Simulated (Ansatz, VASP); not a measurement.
**SnTe in VASP and in Ansatz**

```
Sn Te
1.0
     3.89182    0.00000    0.00000
     0.00000    3.89182    0.00000
     0.00000    0.00000    3.89182
Sn Te
1 1
Direct
  0.00000 0.00000 0.00000
  0.50000 0.50000 0.50000
```

Alike in both runs: task single point; functional PBE; k mesh 4 × 4 × 4; occupations fermi-dirac, width 0.02 eV; non-collinear spin, spin-orbit coupling.

|  | VASP | Ansatz |
| --- | --- | --- |
| version | VASP 6.6.1 | Ansatz 0.2.0 |
| potentials or method | VASP PAW PBE potentials, release 64 (Sn_d, Te) | plane waves, PAW |
| plane-wave cutoff (eV) | 500 | 420 |
| valence electrons in the cell | 20 | 30 |

```csv
,VASP,Ansatz,Ansatz less VASP
net moment per atom (μB),0.00,0.00,0.000
```

VASP's potentials hold 20 valence electrons a cell and Ansatz's 30, so a difference there can come from the potentials and not from the codes. Ansatz's warnings: optics on partly filled bands.

The k mesh is coarse, so the values compare programs but aren't converged.
